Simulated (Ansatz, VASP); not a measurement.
## Sn: VASP beside Ansatz

```
Sn
1.0
     0.00000    3.23334    3.23334
     3.23334    0.00000    3.23334
     3.23334    3.23334    0.00000
Sn
2
Direct
  0.75000 0.75000 0.75000
  0.50000 0.50000 0.50000
```

Alike in both runs: task single point; functional PBE; k mesh 4 × 4 × 4; occupations fermi-dirac, width 0.02 eV; no spin polarisation.

|  | VASP | Ansatz |
| --- | --- | --- |
| version | VASP 6.6.1 | Ansatz 0.2.0 |
| potentials or method | VASP PAW PBE potentials, release 64 (Sn_d), cutoff 520 eV | all-electron LAPW, scalar-relativistic |

|  | VASP | Ansatz | Ansatz less VASP |
| --- | --- | --- | --- |
| gap on the k mesh at the Fermi level (eV) | none | none | - |
| pressure (GPa) | 4.5 | 4.5 | +0.06 |

A gap of «none» marks a metal or a gap that the smearing closes. Ansatz ran all-electron here, and VASP with PAW potentials.

The k mesh is coarse, so the values compare programs but aren't converged. Noted on Ansatz's run: the k mesh is thin for a metal, which can move the energy by tens of meV per atom.
